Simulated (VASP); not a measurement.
Br, 2 atoms in the cell. Symmetry: Fd-3m, No. 227, cubic system. The conventional cell has a = 5.462 Å, b = 5.462 Å, c = 5.462 Å, α = 90.00°, β = 90.00°, γ = 90.00°. Br (site symmetry -43m) has 4 Br at 2.37 Å within 3.1 Å. 

* Program: VASP 6.6.1
* Task: single point
* Functional: PBE
* Potentials or basis: VASP PAW PBE potentials, release 64 (Br)
* Cutoff: 520 eV
* k mesh: 6 × 6 × 6
* Occupations: methfessel-paxton, width 0.01 eV
* Spin: no spin polarisation
* Dipole correction: no
* Further INCAR settings: ALGO = Normal; EDIFF = 1e-06; NBANDS = 14

Potentials or basis: VASP PAW PBE potentials, release 64 (Br).

Run with:

```bash
$ cat potpaw_PBE.64/Br/POTCAR > POTCAR
$ mpirun -np 1 vasp_std > vasp.out
```

Hardware: 1 thread of AMD EPYC 7R43 64-Core Processor (Zen 3) (shared host).

**Question.** Estimate the wall time of this run.

**Answer.** Run time: 7.4 s on 1 thread of AMD EPYC 7R43 64-Core Processor (Zen 3), on a shared host, peak memory 0.13 GiB. Counts: scf iterations 11, k points 16.
